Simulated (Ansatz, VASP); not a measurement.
CdSe in VASP and in Ansatz

```
Cd Se
1.0
    -0.34083    3.56318    3.09841
     3.09841   -0.34083    3.09841
     2.75759    3.22235    0.00000
Cd Se
1 1
Direct
  0.00000 0.00000 0.00000
  0.75000 0.75000 0.75000
```

Change from the starting cell: engineering shear strain xz -0.2200, normal strain along z +0.1500.

Alike in both runs: task single point; functional PBE; k mesh 10 × 10 × 10; occupations gaussian, width 0.05 eV; no spin polarisation.

|  | VASP | Ansatz |
| --- | --- | --- |
| version | VASP 6.6.1 | Ansatz 0.2.0 |
| potentials or method | VASP PAW PBE potentials, release 64 (Cd, Se), cutoff 520 eV | scalar-relativistic, plane waves, PAW |
| valence electrons in the cell | 18 | 36 |

|  | VASP | Ansatz | Ansatz less VASP |
| --- | --- | --- | --- |
| gap on the k mesh at the Fermi level (eV) | 0.37 | 0.37 | +0.004 |
| least direct gap on the mesh (eV) | 0.37 | 0.37 | +0.004 |
| pressure (GPa) | -2.6 | -2.7 | -0.17 |
| traceless stress, the component that is largest in VASP (GPa) | 4.12 | 4.00 | -0.119 |
| rms of the force components (eV/Å) | 0.197 | 0.180 | -0.0171 |

Atom by atom the forces differ by 0.017 eV/Å (rms over components). With one functional, cell and mesh, what is left measures potentials, basis and numerics. VASP's potentials hold 18 valence electrons a cell and Ansatz's 36, so a difference there can come from the potentials and not from the codes.
